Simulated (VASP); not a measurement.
The system is TiSe2.

```
Ti Se
1.0
     3.53600    0.00000    0.00000
    -1.76800    3.06227    0.00000
     0.00000    0.00000    6.00400
Ti Se
1 2
Direct
  0.00000 0.00000 0.00000
  0.33333 0.66667 0.25520
  0.66667 0.33333 0.74480
```

- Program: VASP 6.6.1
- Task: relaxation of volume and atoms at fixed shape
- Functional: PBE
- Potentials or basis: VASP PAW PBE potentials, release 64 (Ti_sv, Se)
- Cutoff: 500 eV
- k mesh: 15 × 15 × 8
- Occupations: gaussian, width 0.05 eV
- Spin: no spin polarisation

At the start: pressure 1.6 GPa; volume 21.67 Å³/atom.

Question: How do energy, volume and symmetry change on relaxing?

Answer: Over 6 steps the energy falls by 2.9 meV/atom and the volume is 22.40 Å³/atom (+3.4 %); space group P-3m1 (No. 164, to 0.05 Å).

The path:
| step | energy change (eV) | largest force (eV/Å) | pressure (GPa) | volume (Å³) |
| --- | --- | --- | --- | --- |
| 1 | 0.0000 | 0.0852 | 1.61 | 65.01 |
| 2 | -0.0020 | 0.2642 | -1.11 | 67.09 |
| 3 | -0.0058 | 0.1108 | 0.07 | 66.14 |
| 4 | -0.0068 | 0.0897 | 0.06 | 66.34 |
| 5 | -0.0086 | 0.0270 | 0.04 | 66.92 |
| 6 | -0.0088 | 0.0028 | 0.02 | 67.20 |

Final structure:
```
Ti Se
1.0
     3.57517    0.00000    0.00000
    -1.78758    3.09619    0.00000
     0.00000    0.00000    6.07050
Ti Se
1 2
Direct
  0.00000 0.00000 0.00000
  0.33333 0.66667 0.25140
  0.66667 0.33333 0.74860
```

Caveat: this functional lacks dispersion, which binds the layers, so the pressure and a relaxed spacing across them are unreliable.
